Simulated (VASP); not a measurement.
Write the native input for VASP 6.6.1 that does the following.

```yaml
Task: single point
Functional: PBE
Potentials_or_basis: VASP PAW PBE potentials, release 64 (Al, O, H)
Cutoff: 520 eV
k_mesh: 5 × 5 × 1
Occupations: gaussian, width 0.1 eV
Spin: collinear spin, ferromagnetic start
Starting_moments: "[0.0, 0.0, 0.0, 0.0, 0.0, 0.0, 0.0, 0.0, 0.0, 0.0, 0.0, 0.0, 1.0, 0.0] μB"
Dipole_correction: yes
Further_INCAR_settings: ALGO = Normal; EDIFF = 1e-07; NBANDS = 38
```

The structure of Al12HO lies in POSCAR:

```
Al12HO
1.0
    5.7143028096      0.0000000000      0.0000000000
    0.0000000000      5.7143028096      0.0000000000
    0.0000000000      0.0000000000     22.1750227687
Al O H
12 1 1
Direct
    0.2500000000      0.2500000000      0.1803831293
    0.2500000000      0.7500000000      0.1803831293
    0.7500000000      0.2500000000      0.1803831293
    0.7500000000      0.7500000000      0.1803831293
    0.0000000000      0.0000000000      0.2744094920
    0.0000000000      0.5000000000      0.2744094920
    0.5000000000      0.0000000000      0.2744094920
    0.5000000000      0.5000000000      0.2744094920
    0.2500000000      0.2500000000      0.3686590473
    0.2500000000      0.7500000000      0.3686590473
    0.7500000000      0.2500000000      0.3686590473
    0.7500000000      0.7500000000      0.3686590473
    0.5000000000      0.5000000000      0.3461111562
    0.5320271270      0.5320271270      0.3896703370
```

One way to write it, as run:

INCAR

```
SYSTEM = Al12HO
PREC     = Accurate       ! precision mode
ENCUT    = 520            ! plane-wave cutoff, eV
EDIFF    = 1E-7           ! SCF threshold, eV
ISMEAR   = 0              ! smearing method
SIGMA    = 0.1            ! smearing width, eV
LREAL    = .FALSE.        ! projectors in reciprocal space
LASPH    = .TRUE.         ! aspherical terms in the spheres
NELM     = 150            ! most SCF steps
ALGO     = Normal         ! electronic algorithm
ISIF     = 2              ! what is computed and relaxed
LWAVE    = .FALSE.        ! write WAVECAR
LCHARG   = .FALSE.        ! write CHGCAR
ISPIN    = 2              ! spin polarisation
MAGMOM   = 0 0 0 0 0 0 0 0 0 0 0 0 1 0 ! initial moments
LORBIT   = 11             ! projections on sites
LDIPOL   = .TRUE.       
IDIPOL   = 3            
DIPOL    = 0.5 0.5 0.288
GGA      = PE             ! functional
NBANDS   = 38             ! bands
```

KPOINTS

```
Automatic mesh
0
G
  5 5 1
  0 0 0
```

Potentials or basis: VASP PAW PBE potentials, release 64 (Al, O, H).

The run is started by

```sh
$ cat potpaw_PBE.64/Al/POTCAR potpaw_PBE.64/O/POTCAR potpaw_PBE.64/H/POTCAR > POTCAR
$ mpirun -np 1 vasp_std > vasp.out
```

It gave:

| Item | Value |
| --- | --- |
| Largest force | 7.830 eV/Å |
| Net moment | 0.00 μB per cell |
| Valence electrons inside the program's atomic spheres | Al 0.76, 0.78, 0.83, 0.77 (each value once); O 5.36; H 0.71 |

It took 14 min on 1 thread of Intel(R) Xeon(R) Platinum 8488C (Sapphire Rapids), on a shared host, peak memory 1.1 GiB.
